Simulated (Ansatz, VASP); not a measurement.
One calculation of LuPdO2, two programs

The input INCAR:

```
ALGO = Normal
EDIFF = 1E-7
ENCUT = 520
GGA = PE
ISIF = 2
ISMEAR = 0
ISPIN = 2
LASPH = T
LCHARG = F
LMAXMIX = 4
LORBIT = 11
LREAL = F
LWAVE = F
MAGMOM = 0 1 0 0
NBANDS = 36
NELM = 150
PREC = Accurate
SIGMA = 0.1
```

File KPOINTS:

```
k-points
0
Gamma
  6 6 4
```

File POSCAR:

```
LuPdO2
1.0
    3.3419921100      0.0000000000      0.0000000000
   -1.6709960600      2.8942500700      0.0000000000
    0.0000000000      0.0000000000      5.9395207100
Lu Pd O
1 1 2
Direct
    0.0000000000      0.0000000000      0.0000000000
    0.0000000000      0.0000000000      0.5000000000
    0.3333333300      0.6666666700      0.5000000000
    0.6666666700      0.3333333300      0.5000000000
```

Input for Ansatz:

```yaml
crystal:
  lattice:
    - [3.34199211, 0.0, 0.0]
    - [-1.67099606, 2.89425007, 0.0]
    - [0.0, 0.0, 5.93952071]
  atoms:
    - { symbol: Lu, position: [0.0, 0.0, 0.0] }
    - { symbol: Pd, position: [0.0, 0.0, 0.5], spin: 1.0 }
    - { symbol: O, position: [0.33333333, 0.66666667, 0.5] }
    - { symbol: O, position: [0.66666667, 0.33333333, 0.5] }
basis:
  ecutwfc: 420
kpoints:
  mp_grid: { grid: [6, 6, 4] }
hamiltonian:
  xc: pbe
scf:
  occupations: { method: gaussian, width: 0.1 }
  lower_state_search: "off"
output:
  forces: true
  stress: true
  eigenvalues: true
  populations: true
magnetization:
  spin_polarized: true
```

Alike in both runs: task single point; functional PBE; k mesh 6 × 6 × 4; occupations gaussian, width 0.1 eV; collinear spin.

```csv
,VASP,Ansatz
version,VASP 6.6.1,Ansatz 0.2.0
potentials or method,"VASP PAW PBE potentials, release 64 (Lu, Pd, O), cutoff 520 eV","scalar-relativistic, plane waves, PAW"
valence electrons in the cell,47,55
```

```tsv
	VASP	Ansatz	Ansatz less VASP
gap on the k mesh at the Fermi level (eV)	none	none	-
net moment per atom (μB)	0.00	0.00	0.000
```

A gap of «none» marks a metal or a gap that the smearing closes. The functional is the same, so the differences come from potentials, cutoffs and numerics. VASP's potentials hold 47 valence electrons a cell and Ansatz's 55, so a difference there can come from the potentials and not from the codes. Ansatz's warnings: seeded moment not kept.

The k mesh is coarse, so the values compare programs but aren't converged. Neither program's run includes spin-orbit coupling.
